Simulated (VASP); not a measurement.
Wanted: the native input for a VASP 6.6.1 run.

```
Task                   : relaxation of cell and atoms
Functional             : PBE
Potentials or basis    : VASP PAW PBE potentials, release 64 (Pd)
Cutoff                 : 600 eV
k mesh                 : 15 × 15 × 15
Occupations            : fermi-dirac, width 0.1 eV
Spin                   : no spin polarisation
Dipole correction      : no
Further INCAR settings : ALGO = Normal; EDIFF = 1e-06; IBRION = 2; EDIFFG = -0.01; NSW = 80; ISIF = 3
```

The structure of Pd lies in POSCAR:

```
Pd
1.0
    0.0000000000      1.9465000000      1.9465000000
    1.9465000000      0.0000000000      1.9465000000
    1.9465000000      1.9465000000      0.0000000000
Pd
1
Direct
    0.0000000000      0.0000000000      0.0000000000
```

One way to write it, as run:

INCAR

```
PREC = Accurate
ENCUT = 600
EDIFF = 1E-6
ISMEAR = -1
SIGMA = 0.1
LREAL = F
LASPH = T
NELM = 100
ALGO = Normal
ISIF = 3
LWAVE = F
LCHARG = F
GGA = PE
IBRION = 2
NSW = 80
EDIFFG = -0.01
```

KPOINTS

```
regular mesh
0
Gamma
  15 15 15
```

Potentials or basis: VASP PAW PBE potentials, release 64 (Pd).

Launch:

```console
$ cat potpaw_PBE.64/Pd/POTCAR > POTCAR
$ mpirun -np 1 vasp_std > vasp.out
```

It gave:

```
Relaxed volume                         : 15.32 Å³/atom
Relaxed cell                           : a = 2.788 Å, b = 2.788 Å, c = 2.788 Å, α = 60.00°, β = 60.00°, γ = 60.00°
Space group after relaxing (to 0.05 Å) : Fm-3m (No. 225)
Energy gained by relaxing              : 11.7 meV/atom
Ionic steps                            : 3
Pressure after relaxing                : -0.1 GPa
Band gap on the k mesh                 : zero (band 5 reaches 9.39 eV, above the bottom of band 6 at 7.93 eV)
```

Wall time 14 s on 1 thread of Intel(R) Xeon(R) 6975P-C (Granite Rapids) (shared host), peak memory 0.16 GiB.
